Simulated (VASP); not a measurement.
# CuSi16 (a cell with a defect) in VASP: relaxation of the atoms with PBE

Aim: the relaxation of the atoms of CuSi16 (a cell with a defect) with PBE.

Everything below comes from runs of VASP 6.6.1. Logs are shortened: lines on timing, memory, paths and dates and some standing lists are left out, and cuts for length are marked.

### 1 The cell of the first run

The cell holds a defect, 17 atoms: a = 7.679 Å, b = 7.679 Å, c = 7.679 Å, α = 60.00°, β = 60.00°, γ = 60.00°.

### 2 Relaxation of the atoms, PBE

The input, INCAR:

```
SYSTEM = CuSi16
PREC = Accurate ; ENCUT = 520
EDIFF = 1E-7 ; ISMEAR = 0
SIGMA = 0.05 ; LREAL = Auto
LASPH = .True. ; NELM = 60
ALGO = Normal ; ISIF = 2
LWAVE = .False. ; LCHARG = .False.
GGA = PE ; IBRION = 2
NSW = 80 ; EDIFFG = -0.03
NELECT = 74.0
```

The input, KPOINTS:

```
regular mesh
0
Gamma
  2 2 2
  0 0 0
```

The input, POSCAR:

```
CuSi16
1.0
    0.0000000000      5.4300000000      5.4300000000
    5.4300000000      0.0000000000      5.4300000000
    5.4300000000      5.4300000000      0.0000000000
Si Cu
16 1
Direct
    0.0000000000      0.0000000000      0.0000000000
    0.1250000000      0.1250000000      0.1250000000
    0.0000000000      0.0000000000      0.5000000000
    0.1250000000      0.1250000000      0.6250000000
    0.0000000000      0.5000000000      0.0000000000
    0.1250000000      0.6250000000      0.1250000000
    0.0000000000      0.5000000000      0.5000000000
    0.1250000000      0.6250000000      0.6250000000
    0.5000000000      0.0000000000      0.0000000000
    0.6250000000      0.1250000000      0.1250000000
    0.5000000000      0.0000000000      0.5000000000
    0.6250000000      0.1250000000      0.6250000000
    0.5000000000      0.5000000000      0.0000000000
    0.6250000000      0.6250000000      0.1250000000
    0.5000000000      0.5000000000      0.5000000000
    0.6250000000      0.6250000000      0.6250000000
    0.3705874500      0.8720852300      0.3701229000
```

Potentials or basis: VASP PAW PBE potentials, release 64 (Si, Cu).

Command:

```bash
cat potpaw_PBE.64/Si/POTCAR potpaw_PBE.64/Cu/POTCAR > POTCAR
mpirun -np 1 vasp_std > vasp.out
```

OUTCAR:

```text
SYSTEM = CuSi16
   PREC = Accurate
   ENCUT = 520
   EDIFF = 1E-7
   ISMEAR = 0
   LREAL = Auto
   LASPH = .True.
   NELM = 60
   ISIF = 2
   GGA = PE
   IBRION = 2
   NSW = 80
   EDIFFG = -0.03
   NELECT = 74.0

 ion  position               nearest neighbor table
   1  0.000  0.000  0.000-   2 2.35   4 2.35   6 2.35  10 2.35
   2  0.125  0.125  0.125-   1 2.35   3 2.35   5 2.35   9 2.35  17 2.67
   3  0.000  0.000  0.500-  17 2.32   4 2.35   8 2.35  12 2.35   2 2.35
   4  0.125  0.125  0.625-   1 2.35   3 2.35   7 2.35  11 2.35  17 2.76
   5  0.000  0.500  0.000-   2 2.35   6 2.35   8 2.35  14 2.35
   6  0.125  0.625  0.125-   1 2.35   5 2.35   7 2.35  13 2.35
   7  0.000  0.500  0.500-   4 2.35   6 2.35   8 2.35  16 2.35
   8  0.125  0.625  0.625-   3 2.35   5 2.35   7 2.35  15 2.35  17 2.68
   9  0.500  0.000  0.000-  17 2.32  10 2.35  12 2.35  14 2.35   2 2.35
  10  0.625  0.125  0.125-   1 2.35   9 2.35  11 2.35  13 2.35  17 2.76
  11  0.500  0.000  0.500-   4 2.35  10 2.35  12 2.35  16 2.35  17 2.43
  12  0.625  0.125  0.625-   3 2.35   9 2.35  11 2.35  15 2.35
  13  0.500  0.500  0.000-   6 2.35  10 2.35  14 2.35  16 2.35
  14  0.625  0.625  0.125-   5 2.35   9 2.35  13 2.35  15 2.35  17 2.67
  15  0.500  0.500  0.500-  17 2.33  12 2.35  14 2.35  16 2.35   8 2.35
  16  0.625  0.625  0.625-   7 2.35  11 2.35  13 2.35  15 2.35  17 2.77
  17  0.371  0.872  0.370-   9 2.32   3 2.32  15 2.33  11 2.43   2 2.67  14 2.67   8 2.68  10 2.76
                             4 2.76  16 2.77

  LATTYP: Found a face centered cubic cell.
 ALAT       =    10.8600000000

  Lattice vectors:

 A1 = (   0.0000000000,   5.4300000000,   5.4300000000)
 A2 = (   5.4300000000,   0.0000000000,   5.4300000000)
 A3 = (   5.4300000000,   5.4300000000,   0.0000000000)

Analysis of symmetry for initial positions (statically):
=====================================================================
 Subroutine PRICEL returns:
 Original cell was already a primitive cell.

 Routine SETGRP: Setting up the symmetry group for a
 face centered cubic supercell.

 Subroutine GETGRP returns: Found  1 space group operations
 (whereof  1 operations were pure point group operations)
 out of a pool of 48 trial point group operations.

The static configuration has the point symmetry C_1 .

Analysis of symmetry for dynamics (positions and initial velocities):
=====================================================================
 Subroutine PRICEL returns:
 Original cell was already a primitive cell.

 Routine SETGRP: Setting up the symmetry group for a
 face centered cubic supercell.

 Subroutine GETGRP returns: Found  1 space group operations
 (whereof  1 operations were pure point group operations)
 out of a pool of 48 trial point group operations.

The dynamic configuration has the point symmetry C_1 .

 Subroutine INISYM returns: Found  1 space group operations
 (whereof  1 operations are pure point group operations),
 and found     1 'primitive' translations

----------------------------------------------------------------------------------------

                                     Primitive cell

  volume of cell :     320.2060

  direct lattice vectors                    reciprocal lattice vectors
     0.000000000  5.430000000  5.430000000    -0.092081031  0.092081031  0.092081031
     5.430000000  0.000000000  5.430000000     0.092081031 -0.092081031  0.092081031
     5.430000000  5.430000000  0.000000000     0.092081031  0.092081031 -0.092081031

  length of vectors
     7.679179644  7.679179644  7.679179644     0.159489025  0.159489025  0.159489025

  position of ions in fractional coordinates (direct lattice)
     0.000000000  0.000000000  0.000000000
     0.125000000  0.125000000  0.125000000
     0.000000000  0.000000000  0.500000000
     0.125000000  0.125000000  0.625000000
     0.000000000  0.500000000  0.000000000
     0.125000000  0.625000000  0.125000000
[... 9 lines left out ...]
     0.625000000  0.625000000  0.625000000
     0.370587450  0.872085230  0.370122900

  ion indices of the primitive-cell ions
   primitive index   ion index
                 1           1
                 2           2
                 3           3
                 4           4
                 5           5
                 6           6
[... 9 lines left out ...]
                16          16
                17          17

----------------------------------------------------------------------------------------

 KPOINTS: regular mesh

Automatic generation of k-mesh.
 Grid dimensions read from file:
 generate k-points for:    2    2    2

 Generating k-lattice:

  Cartesian coordinates                     Fractional coordinates (reciprocal lattice)
    -0.046040516  0.046040516  0.046040516     0.500000000  0.000000000  0.000000000
     0.046040516 -0.046040516  0.046040516     0.000000000  0.500000000  0.000000000
     0.046040516  0.046040516 -0.046040516     0.000000000  0.000000000  0.500000000

  Length of vectors
     0.079744512  0.079744512  0.079744512

  Shift w.r.t. Gamma in fractional coordinates (k-lattice)
     0.000000000  0.000000000  0.000000000

 Subroutine IBZKPT returns following result:
 ===========================================

 Found      8 irreducible k-points:

 Following reciprocal coordinates:
            Coordinates               Weight
  0.000000  0.000000  0.000000      1.000000
  0.500000  0.000000  0.000000      1.000000
  0.000000  0.500000  0.000000      1.000000
  0.000000  0.000000  0.500000      1.000000
  0.500000  0.500000  0.500000      1.000000
  0.500000  0.500000  0.000000      1.000000
  0.000000  0.500000  0.500000      1.000000
  0.500000  0.000000  0.500000      1.000000
   k-points           NKPTS =      8   k-points in BZ     NKDIM =      8   number of bands    NBANDS=     46
   number of dos      NEDOS =    301   number of ions     NIONS =     17
   total plane-waves  NPLWV = 216000
   dimension x,y,z NGX =    60 NGY =   60 NGZ =   60
   dimension x,y,z NGXF=   120 NGYF=  120 NGZF=  120
   ions per type =              16   1
   NGX,Y,Z   is equivalent  to a cutoff of  12.99, 12.99, 12.99 a.u.
   NGXF,Y,Z  is equivalent  to a cutoff of  25.98, 25.98, 25.98 a.u.
 SYSTEM =  CuSi16
   PREC   = accura    normal or accurate (medium, high low for compatibility)
   ISTART =      0    job   : 0-new  1-cont  2-samecut
   ICHARG =      2    charge: 1-file 2-atom 10-const
   ISPIN  =      1    spin polarized calculation?
   LNONCOLLINEAR =      F non collinear calculations
   LSORBIT =      F    spin-orbit coupling
   LASPH  =      T    aspherical Exc in radial PAW
   ENCUT  =  520.0 eV  38.22 Ry    6.18 a.u.  14.28 14.28 14.28*2*pi/ulx,y,z
   NELM   =     60;   NELMIN=  2; NELMDL= -5     # of ELM steps
   EDIFF  = 0.1E-06   stopping-criterion for ELM
   LREAL  =      T    real-space projection
   EDIFFG = -.3E-01   stopping-criterion for IOM
   NSW    =     80    number of steps for IOM
   IBRION =      2    ionic relax: 0-MD 1-quasi-New 2-CG
   NFREE  =      1    steps in history (QN), initial steepest desc. (CG)
   ISIF   =      2    stress and relaxation
   ISYM   =      2    0-nonsym 1-usesym 2-fastsym
   POTIM  = 0.5000    time-step for ionic-motion
   TEBEG  =    0.0;   TEEND  =   0.0 temperature during run
   PSTRESS=    0.0 pullay stress
   NELECT =      74.0000    total number of electrons
   NUPDOWN=      -1.0000    fix difference up-down
   EMIN   =  10.00;   EMAX   =-10.00  energy-range for DOS
   EFERMI =   0.00;   METHOD = LEGACY
   ISMEAR =     0;   SIGMA  =   0.05  broadening in eV -4-tet -1-fermi 0-gaus
   EFERMI_NEDOS =   21; number of points for ismear=-14 and -15
   IALGO  =     38    algorithm
   IMIX   =      4    mixing-type and parameters
     AMIX     =   0.40;   BMIX     =  1.00
     AMIX_MAG =   1.60;   BMIX_MAG =  1.00
  volume/ion in A,a.u.               =      18.84       127.11
  Fermi-wavevector in a.u.,A,eV,Ry     =   1.004636  1.898488 13.732283  1.009294
  Thomas-Fermi vector in A             =   2.137265
   LORBIT       =      0    0 simple, 1 ext, 2 COOP (PROOUT), +10 PAW based schemes
   GGA     = PE    functional components
   LHFCALC =     F    Hartree Fock is set to
   AEXX    =    0.0000 exact exchange contribution
   IVDW    =     0    specifies the selected vdW correction
   LEPSILON=     F    determine dielectric tensor
   LRPA    =     F    only Hartree local field effects (RPA)
 conjugate gradient relaxation of ions
 non-spin polarized calculation
 Gauss-broadening in eV      SIGMA  =   0.05
  energy-cutoff  :      520.00
  volume of cell :      320.21
 maximum number of plane-waves:      8646
 NGX is ok and might be reduce to    60
   NGX = 29   NGY = 29   NGZ = 29

--------------------------------------- Ionic step        1  -------------------------------------------

 number of electron      73.9999998 magnetization

 Free energy of the ion-electron system (eV)
  ---------------------------------------------------
  ext. energy  EPLUGINS =         0.00000000
  ---------------------------------------------------
  free energy    TOTEN  =       -94.07848586 eV

  energy without entropy =      -94.06927218  energy(sigma->0) =      -94.07387902

------------------------ aborting loop because EDIFF is reached ----------------------------------------

  FORCE on cell =-STRESS in cart. coord.  units (eV):
  Direction    XX          YY          ZZ          XY          YZ          ZX
  --------------------------------------------------------------------------------------
  -------------------------------------------------------------------------------------
  Total       -0.6916610     -0.6919257     -0.6913936     -0.2685153     -0.2896604     -0.3565358
  in kB       -3.4607831     -3.4621076     -3.4594453     -1.3435386     -1.4493398     -1.7839567
  external PRESSURE =      -3.4607787 kB  Pullay stress =       0.0000000 kB
[... 134 lines left out ...]
  FREE ENERGIE OF THE ION-ELECTRON SYSTEM (eV)
  ---------------------------------------------------
  free  energy   TOTEN  =       -94.1845861295 eV

  energy  without entropy=      -94.1759012915  energy(sigma->0) =      -94.18024371

[... ionic steps 4 to 10 ...]

--------------------------------------- Ionic step       11  -------------------------------------------

 number of electron      74.0000003 magnetization

------------------------ aborting loop because EDIFF is reached ----------------------------------------

  FORCE on cell =-STRESS in cart. coord.  units (eV):
  Direction    XX          YY          ZZ          XY          YZ          ZX
  --------------------------------------------------------------------------------------
  -------------------------------------------------------------------------------------
  Total       -1.4885222     -1.4587202     -1.4969669      0.1695619      0.2109162      0.3188800
  in kB       -7.4479444     -7.2988272     -7.4901978      0.8484169      1.0553367      1.5955423
  external PRESSURE =      -7.4123231 kB  Pullay stress =       0.0000000 kB
[... 87 lines left out ...]
  energy  without entropy=      -94.1830397695  energy(sigma->0) =      -94.18688024

--------------------------------------- Ionic step       13  -------------------------------------------

 number of electron      74.0000001 magnetization

 Free energy of the ion-electron system (eV)
  ---------------------------------------------------
  ext. energy  EPLUGINS =         0.00000000
  ---------------------------------------------------
  free energy    TOTEN  =       -94.19095426 eV

  energy without entropy =      -94.18334432  energy(sigma->0) =      -94.18714929

 E-fermi :   6.2993     XC(G=0):  -9.6030

 val. band max:        6.2922470843   @ k =   0.0000   0.0000   0.0000
 cond. band min:       6.3034617436   @ k =   0.0000   0.0000   0.0000
 fundamental gap:      0.0112146593
 Fermi energy:         6.2993383069

 k-point     1 :       0.0000    0.0000    0.0000
  band No.  band energies     occupation
      1      -5.9019      2.00000
      2      -3.5256      2.00000
      3      -3.5094      2.00000
      4      -3.5068      2.00000
      5      -3.4949      2.00000
      6      -2.0651      2.00000
[... 425 lines left out ...]
  FREE ENERGIE OF THE ION-ELECTRON SYSTEM (eV)
  ---------------------------------------------------
  free  energy   TOTEN  =       -94.1909542561 eV

  energy  without entropy=      -94.1833443172  energy(sigma->0) =      -94.18714929

 reached required accuracy - stopping structural energy minimisation
```

Wall time 23 min (1 thread of Intel Xeon Platinum 8488C (Sapphire Rapids), shared host); peak memory 0.56 GiB.

Results:

| Property | Result |
| --- | --- |
| Free energy | -94.1910 eV |
| Energy gained by relaxing | 6.6 meV/atom |
| Ionic steps | 13 |
| Largest force after relaxing | 0.030 eV/Å |

Forces on the atoms (eV/Å):
```
Si  -0.002 -0.009 -0.002
Si   0.003 -0.008  0.004
Si   0.020  0.004 -0.003
Si   0.011  0.001 -0.001
Si  -0.001 -0.001 -0.002
Si   0.016  0.019  0.016
Si  -0.003 -0.002 -0.010
Si   0.005  0.002 -0.008
Si  -0.003  0.001  0.020
Si   0.000  0.000  0.011
Si  -0.017 -0.013 -0.018
Si  -0.004 -0.008 -0.002
Si  -0.010 -0.002 -0.003
Si  -0.008  0.002  0.004
Si   0.006  0.018  0.005
Si   0.000  0.011  0.000
Cu  -0.012 -0.016 -0.010
```

Step by step:
```csv
step,energy change (eV),largest force (eV/Å),pressure (GPa)
1,0.0000,0.9875,-0.35
2,-0.1060,0.1817,-0.75
3,-0.1061,0.1783,-0.75
4,-0.1093,0.0905,-0.73
5,-0.1098,0.1179,-0.73
6,-0.1108,0.0426,-0.73
7,-0.1110,0.0777,-0.73
8,-0.1118,0.0431,-0.73
9,-0.1120,0.0394,-0.74
10,-0.1121,0.0330,-0.74
11,-0.1122,0.0332,-0.74
12,-0.1122,0.0322,-0.74
13,-0.1125,0.0295,-0.74
```

Final structure:
```yaml
crystal:
  lattice:
    - [0.00000, 5.43000, 5.43000]
    - [5.43000, 0.00000, 5.43000]
    - [5.43000, 5.43000, 0.00000]
  atoms:
    - { symbol: Si, position: [0.00141, 0.99791, 0.00153] }
    - { symbol: Si, position: [0.12315, 0.12741, 0.12302] }
    - { symbol: Si, position: [0.99228, 0.00288, 0.50330] }
    - { symbol: Si, position: [0.12119, 0.12742, 0.62745] }
    - { symbol: Si, position: [0.00136, 0.50102, 0.00147] }
    - { symbol: Si, position: [0.12511, 0.62518, 0.12507] }
    - { symbol: Si, position: [0.00147, 0.50118, 0.49816] }
    - { symbol: Si, position: [0.12285, 0.62319, 0.62751] }
    - { symbol: Si, position: [0.50330, 0.00298, 0.99209] }
    - { symbol: Si, position: [0.62743, 0.12741, 0.12115] }
    - { symbol: Si, position: [0.50037, 0.00009, 0.50049] }
    - { symbol: Si, position: [0.62293, 0.12378, 0.62266] }
    - { symbol: Si, position: [0.49809, 0.50116, 0.00156] }
    - { symbol: Si, position: [0.62750, 0.62327, 0.12279] }
    - { symbol: Si, position: [0.50285, 0.49290, 0.50297] }
    - { symbol: Si, position: [0.62748, 0.62131, 0.62747] }
    - { symbol: Cu, position: [0.37181, 0.87299, 0.37144] }
```

Caveat: the k points lie up to 0.50 Å⁻¹ apart; the cell carries a net charge on a neutralising background, which shifts energy and pressure; the cell is charged against a uniform background, so pressure and absolute levels hang on convention.
